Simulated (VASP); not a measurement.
Here is a VASP 6.6.1 calculation.

File INCAR:

```
PREC = Accurate
ENCUT = 520
EDIFF = 1E-7
ISMEAR = 0
SIGMA = 0.15
LREAL = False
LASPH = True
NELM = 100
ALGO = Fast
ISIF = 2
LWAVE = False
LCHARG = False
GGA = PS
NBANDS = 18
```

Contents of KPOINTS:

```
regular mesh
0
Gamma
  16 16 16
```

The input POSCAR:

```
CuPd
1.0
    3.1000500000      0.0000000000      0.0000000000
    0.0000000000      2.8759500000      0.0000000000
    0.0000000000      0.0000000000      2.9880000000
Cu Pd
1 1
Direct
    0.0000000000      0.0000000000      0.0000000000
    0.5000000000      0.5000000000      0.5000000000
```

Potentials or basis: VASP PAW PBE potentials, release 64 (Cu, Pd).

The run is started by

```bash
$ cat potpaw_PBE.64/Cu/POTCAR potpaw_PBE.64/Pd/POTCAR > POTCAR
$ mpirun -np 1 vasp_std > vasp.out
```

Question: Predict the pressure.

Answer: -4.0 GPa.

Stress tensor (GPa, compression positive):
```
-4.87  0.00  0.00
 0.00 -2.80  0.00
 0.00  0.00 -4.45
```

Caveat: the cell differs from its parent crystal (strain +0.0375 x Voigt [1, -1, 0, 0, 0, 0]); the PAW data sets were made with another functional, which shifts forces and pressure a little.
